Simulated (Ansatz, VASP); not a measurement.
## Sc2Ta3O: VASP beside Ansatz

```
CELL_PARAMETERS angstrom
5.25248 0.00000 0.00000
-2.62624 4.54878 0.00000
0.00000 0.00000 5.42848
ATOMIC_POSITIONS crystal
Sc 0.66667 0.33333 0.00000
Sc 0.33333 0.66667 0.00000
Ta 0.50000 0.50000 0.50000
Ta 0.50000 0.00000 0.50000
Ta 0.00000 0.50000 0.50000
O 0.00000 0.00000 0.00000
```

Change from the starting cell: species swapped into the LaNi2Rh3 type (P6/mmm, No. 191).

Alike in both runs: functional PBE; k mesh 12 × 12 × 8; occupations gaussian, width 0.1 eV; no spin polarisation.

Ansatz relaxed the structure, and its values are those at the end. VASP's run is a single point on that final structure, the one shown.

```csv
,VASP,Ansatz
version,VASP 6.6.1,Ansatz 0.2.0
potentials or method,"VASP PAW PBE potentials, release 64 (Sc_sv, Ta_pv, O), cutoff 520 eV","scalar-relativistic, plane waves, PAW"
valence electrons in the cell,61,67
```

```tsv
	VASP	Ansatz	Ansatz less VASP
gap on the k mesh at the Fermi level (eV)	none	none	-
pressure (GPa)	0.1	0.0	-0.10
```

A gap of «none» marks a metal or a gap that the smearing closes. VASP's potentials hold 61 valence electrons a cell and Ansatz's 67, so a difference there can come from the potentials and not from the codes.

Spin-orbit coupling is off throughout.
